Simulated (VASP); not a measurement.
# Sr (Im-3m) in VASP: further runs, part 2 of 2

VASP 6.6.1. Earlier steps stand in the parts before.

### Step 4. Single point, r2SCAN (63.08 Å³/atom)

This run uses another cell than the first one, of 63.08 Å³/atom.

File POSCAR:

```
Sr
1.0
   -2.5076784663      2.5076784663      2.5076784663
    2.5076784663     -2.5076784663      2.5076784663
    2.5076784663      2.5076784663     -2.5076784663
Sr
1
Direct
    0.0000000000      0.0000000000      0.0000000000
```

File INCAR.step1:

```
PREC = Accurate
ENCUT = 520
ISMEAR = -1
SIGMA = 0.1
LREAL = F
LASPH = T
NELM = 100
NBANDS = 11
GGA = PE
ALGO = Normal
EDIFF = 1E-4
LWAVE = T
LCHARG = F
```

File INCAR.step2:

```
PREC = Accurate
ENCUT = 520
EDIFF = 1E-7
ISMEAR = -1
SIGMA = 0.1
LREAL = F
LASPH = T
NELM = 100
ALGO = Normal
ISIF = 2
LWAVE = F
LCHARG = T
METAGGA = R2SCAN
LMIXTAU = T
LELF = T
LVHAR = T
NBANDS = 11
ISTART = 1
```

File KPOINTS:

```
Automatic mesh
0
Gamma
  10 10 10
```

Potentials or basis: VASP PAW PBE potentials, release 64 (Sr_sv).

On the command line:

```
$ cat potpaw_PBE.64/Sr_sv/POTCAR > POTCAR
$ cp INCAR.step1 INCAR
$ mpirun -np 1 vasp_std > vasp.out
$ cp INCAR.step2 INCAR
$ mpirun -np 1 vasp_std > vasp.out
```

OUTCAR:

```text
PREC = Accurate
   ENCUT = 520
   EDIFF = 1E-7
   ISMEAR = -1
   LREAL = F
   LASPH = T
   NELM = 100
   ISIF = 2
   METAGGA = R2SCAN
   ISTART = 1

 ion  position               nearest neighbor table
   1  0.000  0.000  0.000-

  LATTYP: Found a body centered cubic cell.
 ALAT       =     5.0153569326

  Lattice vectors:

 A1 = (  -2.5076784663,   2.5076784663,   2.5076784663)
 A2 = (   2.5076784663,  -2.5076784663,   2.5076784663)
 A3 = (   2.5076784663,   2.5076784663,  -2.5076784663)

Analysis of symmetry for initial positions (statically):
=====================================================================
 Subroutine PRICEL returns:
 Original cell was already a primitive cell.

 Routine SETGRP: Setting up the symmetry group for a
 body centered cubic supercell.

 Subroutine GETGRP returns: Found 48 space group operations
 (whereof 48 operations were pure point group operations)
 out of a pool of 48 trial point group operations.

The static configuration has the point symmetry O_h .

[... 162 lines left out ...]
 Fermi energy:         1.1552336383

 k-point     1 :       0.0000    0.0000    0.0000
  band No.  band energies     occupation
      1     -37.1545      2.00000
      2     -18.4269      2.00000
      3     -18.4269      2.00000
      4     -18.4269      2.00000
      5      -2.4572      2.00000
      6       3.7279      0.00000
      7       3.7279      0.00000
      8       3.7279      0.00000
      9       4.9474      0.00000
     10       4.9474      0.00000
     11       9.2463      0.00000
[... 309 lines left out ...]
 k-point    24 :      -0.3000    0.3000    0.1000
  band No.  band energies     occupation
      1     -37.1482      2.00000
      2     -18.5081      2.00000
      3     -18.4592      2.00000
      4     -18.4363      2.00000
      5      -0.9987      2.00000
      6       2.4073      0.00001
      7       3.0263      0.00000
      8       4.1882      0.00000
      9       4.9502      0.00000
     10       5.3126      0.00000
     11       7.7836      0.00000

 [... further k-points ...]

------------------------ aborting loop because EDIFF is reached ----------------------------------------

  FORCE on cell =-STRESS in cart. coord.  units (eV):
  Direction    XX          YY          ZZ          XY          YZ          ZX
  --------------------------------------------------------------------------------------
  -------------------------------------------------------------------------------------
  Total       -0.4279589     -0.4279589     -0.4279589      0.0000000      0.0000000     -0.0000000
  in kB      -10.8701894    -10.8701894    -10.8701894      0.0000000      0.0000000     -0.0000000
  external PRESSURE =     -10.8701894 kB  Pullay stress =       0.0000000 kB

 VOLUME and BASIS-vectors are now :
 -----------------------------------------------------------------------------
  energy-cutoff  :      520.00
  volume of cell :       63.08
      direct lattice vectors                 reciprocal lattice vectors
    -2.507678466  2.507678466  2.507678466     0.000000000  0.199387604  0.199387604
     2.507678466 -2.507678466  2.507678466     0.199387604  0.000000000  0.199387604
     2.507678466  2.507678466 -2.507678466     0.199387604  0.199387604  0.000000000

 POSITION                                       TOTAL-FORCE (eV/Angst)
 -----------------------------------------------------------------------------------
      0.00000      0.00000      0.00000        -0.000000      0.000000      0.000000
 -----------------------------------------------------------------------------------
    total drift:                                0.000000      0.000000     -0.000000

  FREE ENERGIE OF THE ION-ELECTRON SYSTEM (eV)
  ---------------------------------------------------
  free  energy   TOTEN  =       -15.0893189723 eV

  energy  without entropy=      -15.0413365779  energy(sigma->0) =      -15.06532778
```

OUTCAR.step1:

```text
PREC = Accurate
   ENCUT = 520
   ISMEAR = -1
   LREAL = F
   LASPH = T
   NELM = 100
[... 549 lines left out ...]

 POSITION                                       TOTAL-FORCE (eV/Angst)
 -----------------------------------------------------------------------------------
      0.00000      0.00000      0.00000         0.000000     -0.000000     -0.000000
 -----------------------------------------------------------------------------------
    total drift:                                0.000000      0.000000     -0.000000

  FREE ENERGIE OF THE ION-ELECTRON SYSTEM (eV)
  ---------------------------------------------------
  free  energy   TOTEN  =        -1.6135093718 eV

  energy  without entropy=       -1.5642085699  energy(sigma->0) =       -1.58885897
```

OSZICAR.step1:

```text
N       E                     dE             d eps       ncg     rms          rms(c)
DAV:   1     0.378098656116E+02    0.37810E+02   -0.46386E+03  1034   0.767E+02
DAV:   2     0.208097627744E+00   -0.37602E+02   -0.37032E+02  1196   0.151E+02
DAV:   3    -0.153513688873E+01   -0.17432E+01   -0.17228E+01  1577   0.239E+01
DAV:   4    -0.160319211042E+01   -0.68055E-01   -0.67994E-01  1338   0.447E+00
DAV:   5    -0.160479727230E+01   -0.16052E-02   -0.16048E-02  1516   0.523E-01    0.102E+01
DAV:   6    -0.160987877229E+01   -0.50815E-02   -0.76551E-03  1231   0.974E-01    0.567E+00
DAV:   7    -0.161337612980E+01   -0.34974E-02   -0.13178E-02  1168   0.127E+00    0.304E-01
DAV:   8    -0.161347724780E+01   -0.10112E-03   -0.16274E-03  1543   0.249E-01    0.686E-02
DAV:   9    -0.161350937184E+01   -0.32124E-04   -0.47179E-05   867   0.513E-02
   1 F= -.16135094E+01 E0= -.15888590E+01  d E =-.493008E-01
```

It took 2.1 min on 1 thread of Intel Xeon 8259CL, shared host; peak memory 0.2 GiB.

What came out:

```yaml
Free_energy: -15.0893 eV
Pressure: -1.1 GPa
Band_gap_on_the_k_mesh: zero (bands 5 and 6 overlap by 0.25 eV)
```

Caveat: the PAW data sets were made with another functional, which shifts forces and pressure a little.

### Step 5. Single point, r2SCAN

This run uses another cell than the first one, of 56.32 Å³/atom.

File POSCAR:

```
Sr
1.0
   -2.4147147952      2.4147147952      2.4147147952
    2.4147147952     -2.4147147952      2.4147147952
    2.4147147952      2.4147147952     -2.4147147952
Sr
1
Direct
    0.0000000000      0.0000000000      0.0000000000
```

File INCAR.step1:

```
PREC = Accurate ; ENCUT = 520
ISMEAR = -1 ; SIGMA = 0.1
LREAL = False ; LASPH = True
NELM = 80 ; NBANDS = 11
GGA = PE ; ALGO = Normal
EDIFF = 1E-4 ; LWAVE = True
LCHARG = False
```

File INCAR.step2:

```
PREC = Accurate ; ENCUT = 520
EDIFF = 1E-6 ; ISMEAR = -1
SIGMA = 0.1 ; LREAL = False
LASPH = True ; NELM = 80
ALGO = Normal ; ISIF = 2
LWAVE = False ; LCHARG = True
METAGGA = R2SCAN ; LMIXTAU = True
LELF = True ; LVHAR = True
NBANDS = 11 ; ISTART = 1
```

File KPOINTS:

```
Automatic mesh
0
Gamma
  15 15 15
```

On the command line:

```
$ cat potpaw_PBE.64/Sr_sv/POTCAR > POTCAR
$ cp INCAR.step1 INCAR
$ mpirun -np 1 vasp_std > vasp.out
$ cp INCAR.step2 INCAR
$ mpirun -np 1 vasp_std > vasp.out
```

Wall time 4.4 min (1 thread of Intel Xeon 8259CL, shared host); peak memory 0.24 GiB.

Results (log left out):

- Free energy: -15.1129 eV
- Pressure: 0.0 GPa
- Band gap on the k mesh: zero (bands 5 and 6 overlap by 0.37 eV)

Levels at points of the mesh, in eV from the Fermi level:
| k point | band 2 | band 3 | band 4 | band 5 | band 6 | band 7 | band 8 | band 9 |
| --- | --- | --- | --- | --- | --- | --- | --- | --- |
| (0.00, 0.00, 0.00) | -19.33 | -19.33 | -19.33 | -3.79 | 2.72 | 2.72 | 2.72 | 4.05 |

Caveat: the PAW data sets were made with another functional, which shifts forces and pressure a little.

### Step 6. The runs side by side

```csv
cell,k mesh,gap on the mesh (eV),pressure (GPa)
"a = 4.237 Å, angles 109.5°, 1 atom",10 × 10 × 10,none,-0.4
"a = 4.291 Å, angles 109.5°, 1 atom",10 × 10 × 10,none,-0.8
"a = 4.343 Å, angles 109.5°, 1 atom",10 × 10 × 10,none,-1.1
"a = 4.182 Å, angles 109.5°, 1 atom",15 × 15 × 15,none,0.0
```

Alike in all rows: task single point; level r2SCAN; potentials or basis VASP PAW PBE potentials, release 64 (Sr_sv); no spin polarisation; cutoff (eV) 520; smearing fermi-dirac 0.1 eV.

Caveats: the PAW data sets were made with another functional, which shifts forces and pressure a little.

Total energies depend on the potentials used, so only differences within one code and one set of settings carry meaning.
